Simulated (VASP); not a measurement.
# SnO (Pmmn) in VASP: single point with PBE

Aim: the single point of SnO with PBE.

All numbers are computed with VASP 6.6.1; they aren't measurements. Logs are shortened: lines on timing, memory, paths and dates and some standing lists are left out, and cuts for length are marked.

### Step 1. The cell of the first run

Symmetry: Pmmn, No. 59, orthorhombic system. The conventional cell has a = 3.731 Å, b = 3.873 Å, c = 4.836 Å, α = 90.00°, β = 90.00°, γ = 90.00°. Sn (site symmetry mm2) has 4 O at 2.19 to 2.25 Å within 2.9 Å. Within 2.9 Å of O (site symmetry mm2) lie 4 Sn at 2.19 to 2.25 Å and 4 O at 2.69 Å.

### Step 2. Single point, PBE (strain +0.0187 x Voigt [1, -1, 0, 0, 0, 0])

INCAR

```
SYSTEM = SnO
  PREC = Accurate
  ENCUT = 520
  EDIFF = 1E-6
  ISMEAR = 0
  SIGMA = 0.15
  LREAL = .FALSE.
  LASPH = .TRUE.
  NELM = 60
  ALGO = Normal
  ISIF = 2
  LWAVE = .FALSE.
  LCHARG = .FALSE.
  GGA = PE
  NBANDS = 28
```

KPOINTS

```
regular mesh
0
G
  12 12 10
  0 0 0
```

POSCAR

```
SnO
1.0
    3.8730974000      0.0000000000      0.0000000000
    0.0000000000      3.7309026000      0.0000000000
    0.0000000000      0.0000000000      4.8360000000
Sn O
2 2
Direct
    0.0000000000      0.5000000000      0.2385000000
    0.5000000000      0.0000000000      0.7615000000
    0.0000000000      0.0000000000      0.0000000000
    0.5000000000      0.5000000000      0.0000000000
```

Potentials or basis: VASP PAW PBE potentials, release 64 (Sn_d, O).

On the command line:

```bash
$ cat potpaw_PBE.64/Sn_d/POTCAR potpaw_PBE.64/O/POTCAR > POTCAR
$ mpirun -np 1 vasp_std > vasp.out
```

OUTCAR:

```text
SYSTEM = SnO
   PREC = Accurate
   ENCUT = 520
   EDIFF = 1E-6
   ISMEAR = 0
   LREAL = .FALSE.
   LASPH = .TRUE.
   NELM = 60
   ISIF = 2
   GGA = PE

 ion  position               nearest neighbor table
   1  0.000  0.500  0.239-   3 2.19   3 2.19   4 2.25   4 2.25   2 3.54   2 3.54   2 3.54   2 3.54
                             2 3.69   2 3.69   2 3.69   2 3.69
   2  0.500  0.000  0.761-   4 2.19   4 2.19   3 2.25   3 2.25   1 3.54   1 3.54   1 3.54   1 3.54
                             1 3.69   1 3.69   1 3.69   1 3.69
   3  0.000  0.000  0.000-   1 2.19   1 2.19   2 2.25   2 2.25
   4  0.500  0.500  0.000-   2 2.19   2 2.19   1 2.25   1 2.25

  LATTYP: Found a simple orthorhombic cell.
 ALAT       =     3.7309026000
 B/A-ratio  =     1.0381127076
 C/A-ratio  =     1.2962010855

  Lattice vectors:

 A1 = (   0.0000000000,  -3.7309026000,   0.0000000000)
 A2 = (   3.8730974000,   0.0000000000,   0.0000000000)
 A3 = (   0.0000000000,   0.0000000000,   4.8360000000)

Analysis of symmetry for initial positions (statically):
=====================================================================
 Subroutine PRICEL returns:
 Original cell was already a primitive cell.

 Routine SETGRP: Setting up the symmetry group for a
 simple orthorhombic supercell.

 Subroutine GETGRP returns: Found  8 space group operations
 (whereof  4 operations were pure point group operations)
 out of a pool of  8 trial point group operations.

The static configuration has the point symmetry C_2v.
 The point group associated with its full space group is D_2h.

Analysis of symmetry for dynamics (positions and initial velocities):
=====================================================================
 Subroutine PRICEL returns:
 Original cell was already a primitive cell.

 Routine SETGRP: Setting up the symmetry group for a
 simple orthorhombic supercell.

 Subroutine GETGRP returns: Found  8 space group operations
 (whereof  4 operations were pure point group operations)
 out of a pool of  8 trial point group operations.

The dynamic configuration has the point symmetry C_2v.
 The point group associated with its full space group is D_2h.

 Subroutine INISYM returns: Found  8 space group operations
 (whereof  4 operations are pure point group operations),
 and found     1 'primitive' translations

----------------------------------------------------------------------------------------

                                     Primitive cell

  volume of cell :      69.8809

  direct lattice vectors                    reciprocal lattice vectors
     3.873097400  0.000000000  0.000000000     0.258191286  0.000000000  0.000000000
     0.000000000  3.730902600  0.000000000     0.000000000  0.268031655  0.000000000
     0.000000000  0.000000000  4.836000000     0.000000000  0.000000000  0.206782465

  length of vectors
     3.873097400  3.730902600  4.836000000     0.258191286  0.268031655  0.206782465

  position of ions in fractional coordinates (direct lattice)
     0.000000000  0.500000000  0.238500000
     0.500000000  0.000000000  0.761500000
     0.000000000  0.000000000  0.000000000
     0.500000000  0.500000000  0.000000000

  ion indices of the primitive-cell ions
   primitive index   ion index
                 1           1
                 2           2
                 3           3
                 4           4

----------------------------------------------------------------------------------------

 KPOINTS: regular mesh

Automatic generation of k-mesh.
 Grid dimensions read from file:
 generate k-points for:   12   12   10

 Generating k-lattice:

  Cartesian coordinates                     Fractional coordinates (reciprocal lattice)
     0.021515941  0.000000000  0.000000000     0.083333333  0.000000000  0.000000000
     0.000000000  0.022335971  0.000000000     0.000000000  0.083333333  0.000000000
     0.000000000  0.000000000  0.020678246     0.000000000  0.000000000  0.100000000

  Length of vectors
     0.021515941  0.022335971  0.020678246

  Shift w.r.t. Gamma in fractional coordinates (k-lattice)
     0.000000000  0.000000000  0.000000000

 Subroutine IBZKPT returns following result:
 ===========================================

 Found    294 irreducible k-points:

 Following reciprocal coordinates:
            Coordinates               Weight
  0.000000  0.000000  0.000000      1.000000
  0.083333  0.000000  0.000000      2.000000
  0.166667  0.000000  0.000000      2.000000
  0.250000  0.000000  0.000000      2.000000
  0.333333  0.000000  0.000000      2.000000
  0.416667  0.000000  0.000000      2.000000
[... 16 lines left out ...]
  0.083333  0.250000  0.000000      4.000000
  0.166667  0.250000  0.000000      4.000000
 [... further k-points ...]
   k-points           NKPTS =    294   k-points in BZ     NKDIM =    294   number of bands    NBANDS=     28
   number of dos      NEDOS =    301   number of ions     NIONS =      4
   total plane-waves  NPLWV =  30240
   dimension x,y,z NGX =    30 NGY =   28 NGZ =   36
   dimension x,y,z NGXF=    60 NGYF=   56 NGZF=   72
   ions per type =               2   2
   NGX,Y,Z   is equivalent  to a cutoff of  12.88, 12.48, 12.38 a.u.
   NGXF,Y,Z  is equivalent  to a cutoff of  25.75, 24.95, 24.75 a.u.
 SYSTEM =  SnO
   PREC   = accura    normal or accurate (medium, high low for compatibility)
   ISTART =      0    job   : 0-new  1-cont  2-samecut
   ICHARG =      2    charge: 1-file 2-atom 10-const
   ISPIN  =      1    spin polarized calculation?
   LNONCOLLINEAR =      F non collinear calculations
   LSORBIT =      F    spin-orbit coupling
   LASPH  =      T    aspherical Exc in radial PAW
   ENCUT  =  520.0 eV  38.22 Ry    6.18 a.u.   7.20  6.94  8.99*2*pi/ulx,y,z
   NELM   =     60;   NELMIN=  2; NELMDL= -5     # of ELM steps
   EDIFF  = 0.1E-05   stopping-criterion for ELM
   LREAL  =      F    real-space projection
   EDIFFG = 0.1E-04   stopping-criterion for IOM
   NSW    =      0    number of steps for IOM
   IBRION =     -1    ionic relax: 0-MD 1-quasi-New 2-CG
   NFREE  =      0    steps in history (QN), initial steepest desc. (CG)
   ISIF   =      2    stress and relaxation
   ISYM   =      2    0-nonsym 1-usesym 2-fastsym
   POTIM  = 0.5000    time-step for ionic-motion
   TEBEG  =    0.0;   TEEND  =   0.0 temperature during run
   PSTRESS=    0.0 pullay stress
   NELECT =      40.0000    total number of electrons
   NUPDOWN=      -1.0000    fix difference up-down
   EMIN   =  10.00;   EMAX   =-10.00  energy-range for DOS
   EFERMI =   0.00;   METHOD = LEGACY
   ISMEAR =     0;   SIGMA  =   0.15  broadening in eV -4-tet -1-fermi 0-gaus
   EFERMI_NEDOS =   21; number of points for ismear=-14 and -15
   IALGO  =     38    algorithm
   IMIX   =      4    mixing-type and parameters
     AMIX     =   0.40;   BMIX     =  1.00
     AMIX_MAG =   1.60;   BMIX_MAG =  1.00
  volume/ion in A,a.u.               =      17.47       117.89
  Fermi-wavevector in a.u.,A,eV,Ry     =   1.359279  2.568665 25.138662  1.847640
  Thomas-Fermi vector in A             =   2.486041
   LORBIT       =      0    0 simple, 1 ext, 2 COOP (PROOUT), +10 PAW based schemes
   GGA     = PE    functional components
   LHFCALC =     F    Hartree Fock is set to
   AEXX    =    0.0000 exact exchange contribution
   IVDW    =     0    specifies the selected vdW correction
   LEPSILON=     F    determine dielectric tensor
   LRPA    =     F    only Hartree local field effects (RPA)
 non-spin polarized calculation
 Gauss-broadening in eV      SIGMA  =   0.15
  energy-cutoff  :      520.00
  volume of cell :       69.88
 maximum number of plane-waves:      1914
 NGX is ok and might be reduce to    30
   NGX = 15   NGY = 13   NGZ = 17

 number of electron      40.0000000 magnetization

 Free energy of the ion-electron system (eV)
  ---------------------------------------------------
  ext. energy  EPLUGINS =         0.00000000
  ---------------------------------------------------
  free energy    TOTEN  =       -22.65784953 eV

  energy without entropy =      -22.65678299  energy(sigma->0) =      -22.65731626

 E-fermi :   7.3472     XC(G=0): -10.2697

 val. band max:        7.2704563841   @ k =   0.5000   0.5000   0.0000
 cond. band min:       7.4214856327   @ k =   0.5000   0.5000   0.1000
 fundamental gap:      0.1510292486
 Fermi energy:         7.3472226060

 k-point     1 :       0.0000    0.0000    0.0000
  band No.  band energies     occupation
      1     -14.8292      2.00000
      2     -14.3921      2.00000
      3     -14.3860      2.00000
      4     -14.3806      2.00000
      5     -14.3387      2.00000
      6     -14.3295      2.00000
[... 20 lines left out ...]
     27      13.8455      0.00000
     28      14.4944      0.00000

 k-point     2 :       0.0833    0.0000    0.0000
  band No.  band energies     occupation
      1     -14.8253      2.00000
      2     -14.3968      2.00000
      3     -14.3845      2.00000
      4     -14.3789      2.00000
      5     -14.3391      2.00000
      6     -14.3271      2.00000
[... 20 lines left out ...]
     27      14.2053      0.00000
     28      14.7900      0.00000

 k-point     3 :       0.1667    0.0000    0.0000
  band No.  band energies     occupation
      1     -14.8140      2.00000
      2     -14.4257      2.00000
      3     -14.3799      2.00000
      4     -14.3742      2.00000
      5     -14.3402      2.00000
      6     -14.3257      2.00000
[... 20 lines left out ...]
     27      14.4524      0.00000
     28      15.8978      0.00000

 k-point     4 :       0.2500    0.0000    0.0000
  band No.  band energies     occupation
      1     -14.7957      2.00000
      2     -14.4910      2.00000
      3     -14.3725      2.00000
      4     -14.3672      2.00000
      5     -14.3416      2.00000
      6     -14.3354      2.00000
[... 578 lines left out ...]
     27      14.2243      0.00000
     28      18.0131      0.00000

 k-point    23 :       0.0833    0.2500    0.0000
  band No.  band energies     occupation
      1     -14.7966      2.00000
      2     -14.4993      2.00000
      3     -14.3798      2.00000
      4     -14.3608      2.00000
      5     -14.3591      2.00000
      6     -14.3434      2.00000
[... 20 lines left out ...]
     27      14.7431      0.00000
     28      17.0890      0.00000

 k-point    24 :       0.1667    0.2500    0.0000
  band No.  band energies     occupation
      1     -14.7921      2.00000
      2     -14.5394      2.00000
      3     -14.3825      2.00000
      4     -14.3583      2.00000
      5     -14.3480      2.00000
      6     -14.3433      2.00000
[... 20 lines left out ...]
     27      15.6158      0.00000
     28      15.9653      0.00000

 [... further k-points ...]
[... 5 lines left out ...]
  --------------------------------------------------------------------------------------
  -------------------------------------------------------------------------------------
  Total        1.5614391      2.7870127      1.6535860      0.0000000      0.0000000      0.0000000
  in kB       35.7995049     63.8985354     37.9121783      0.0000000      0.0000000      0.0000000
  external PRESSURE =      45.8700728 kB  Pullay stress =       0.0000000 kB

 VOLUME and BASIS-vectors are now :
 -----------------------------------------------------------------------------
  energy-cutoff  :      520.00
  volume of cell :       69.88
      direct lattice vectors                 reciprocal lattice vectors
     3.873097400  0.000000000  0.000000000     0.258191286  0.000000000  0.000000000
     0.000000000  3.730902600  0.000000000     0.000000000  0.268031655  0.000000000
     0.000000000  0.000000000  4.836000000     0.000000000  0.000000000  0.206782465

 POSITION                                       TOTAL-FORCE (eV/Angst)
 -----------------------------------------------------------------------------------
      0.00000      1.86545      1.15339         0.000000      0.000000      0.469778
      1.93655      0.00000      3.68261         0.000000      0.000000     -0.469778
      0.00000      0.00000      0.00000         0.000000      0.000000     -0.278702
      1.93655      1.86545      0.00000         0.000000      0.000000      0.278702
 -----------------------------------------------------------------------------------
    total drift:                                0.000000      0.000000     -0.000000

  FREE ENERGIE OF THE ION-ELECTRON SYSTEM (eV)
  ---------------------------------------------------
  free  energy   TOTEN  =       -22.6578495331 eV

  energy  without entropy=      -22.6567829924  energy(sigma->0) =      -22.65731626
```

Run time: 4.3 min. Hardware: 1 thread of Intel Xeon Platinum 8559C (Emerald Rapids), shared host; peak memory 0.53 GiB.

Results:

```
Free energy   : -22.6578 eV
Pressure      : 4.6 GPa
Largest force : 0.470 eV/Å
```

Forces in eV/Å, atoms in the order of the input:
```
Sn   0.000  0.000  0.470
Sn   0.000  0.000 -0.470
O    0.000  0.000 -0.279
O    0.000  0.000  0.279
```

Caveat: the cell differs from its parent crystal (strain +0.0187 x Voigt [1, -1, 0, 0, 0, 0]); the cell stands under pressure; spin-orbit coupling is left out, which moves the levels of the heavy elements.
